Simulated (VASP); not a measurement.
Crystal: Ge7Au.

```xyz
8
Lattice="0.0000 4.1798 4.1798 4.1798 0.0000 4.1798 4.1798 4.1798 0.0000" Properties=species:S:1:pos:R:3 pbc="T T T"
Ge    4.1798    4.1798    4.1798
Ge    0.0000    2.0899    2.0899
Ge    2.0899    4.1798    2.0899
Ge    4.1798    2.0899    2.0899
Ge    2.0899    0.0000    2.0899
Ge    2.0899    2.0899    4.1798
Ge    2.0899    2.0899    0.0000
Au    0.0000    0.0000    0.0000
```

The cell was generated, and may not be a known phase.

* Program: VASP 6.6.1
* Task: relaxation of cell and atoms
* Functional: PBE
* Potentials or basis: VASP PAW PBE potentials, release 64 (Ge_d, Au)
* Cutoff: 600 eV
* k mesh: 4 × 4 × 4
* Occupations: gaussian, width 0.1 eV
* Spin: no spin polarisation

At the start: pressure 4.5 GPa; volume 18.26 Å³/atom.

**Question.** Where does the relaxation end?

**Answer.** Over 3 steps the energy falls by 15.1 meV/atom and the volume is 19.38 Å³/atom (+6.1 %); space group Fm-3m (No. 225, to 0.1 Å) before and after.

Step by step:
```tsv
step	energy change (eV)	largest force (eV/Å)	pressure (GPa)	volume (Å³)
1	0.0000	0.0000	4.51	146.05
2	-0.1139	0.0000	-0.89	157.18
3	-0.1205	0.0000	-0.03	155.01
```

Final structure:
```xyz
8
Lattice="0.0000 4.2636 4.2636 4.2636 0.0000 4.2636 4.2636 4.2636 0.0000" Properties=species:S:1:pos:R:3 pbc="T T T"
Ge    4.2636    4.2636    4.2636
Ge    0.0000    2.1318    2.1318
Ge    2.1318    4.2636    2.1318
Ge    4.2636    2.1318    2.1318
Ge    2.1318    0.0000    2.1318
Ge    2.1318    2.1318    4.2636
Ge    2.1318    2.1318    0.0000
Au    0.0000    0.0000    0.0000
```

Caveat: an odd number of electrons without spin polarisation forces a metal; a magnetic or distorted state may lie lower.
